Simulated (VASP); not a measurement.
Input of a VASP 6.6.1 run:

INCAR

```
SYSTEM = NbTe4Mo
PREC = Accurate
ENCUT = 520
EDIFF = 1E-6
ISMEAR = 0
SIGMA = 0.1
LREAL = .False.
LASPH = .True.
NELM = 80
ALGO = Normal
ISIF = 2
LWAVE = .False.
LCHARG = .True.
GGA = PE
LELF = .True.
LVHAR = .True.
NBANDS = 34
```

File KPOINTS:

```
regular mesh
0
Gamma
  6 6 2
  0 0 0
```

File POSCAR:

```
NbTe4Mo
1.0
    3.6872734600      0.0000000000      0.0000000000
   -1.8436367300      3.1932724900      0.0000000000
    0.0000000000      0.0000000000     14.6451270400
Nb Te Mo
1 4 1
Direct
    0.6666666700      0.3333333300      0.5000000000
    0.3333333300      0.6666666700      0.3709999900
    0.6666666700      0.3333333300      0.8709999900
    0.3333333300      0.6666666700      0.6290000100
    0.6666666700      0.3333333300      0.1290000100
    0.3333333300      0.6666666700      0.0000000000
```

Potentials or basis: VASP PAW PBE potentials, release 64 (Nb_sv, Te, Mo_sv).

Command:

```console
$ cat potpaw_PBE.64/Nb_sv/POTCAR potpaw_PBE.64/Te/POTCAR potpaw_PBE.64/Mo_sv/POTCAR > POTCAR
$ mpirun -np 1 vasp_std > vasp.out
```

**Question.** What does it give for the pressure?

**Answer.** -5.0 GPa.

**Question.** Estimate the band gap on the k mesh.

**Answer.** Zero (an odd number of electrons rules out a gap without spin polarisation).

**Question.** Predict the largest force.

**Answer.** 1.385 eV/Å.

Forces in eV/Å, atoms in the order of the input:
```
Nb   0.000  0.000  0.000
Te   0.000  0.000  0.540
Te   0.000  0.000  1.385
Te   0.000  0.000 -0.540
Te   0.000  0.000 -1.385
Mo   0.000  0.000  0.000
```

Caveat: the cell stands under tension; spin-orbit coupling is left out, which moves the levels of the heavy elements; this functional lacks dispersion, which binds the layers, so the pressure and a relaxed spacing across them are unreliable; forces of over 1 eV/Å act on the atoms, so gaps and moduli don't describe the material at rest.
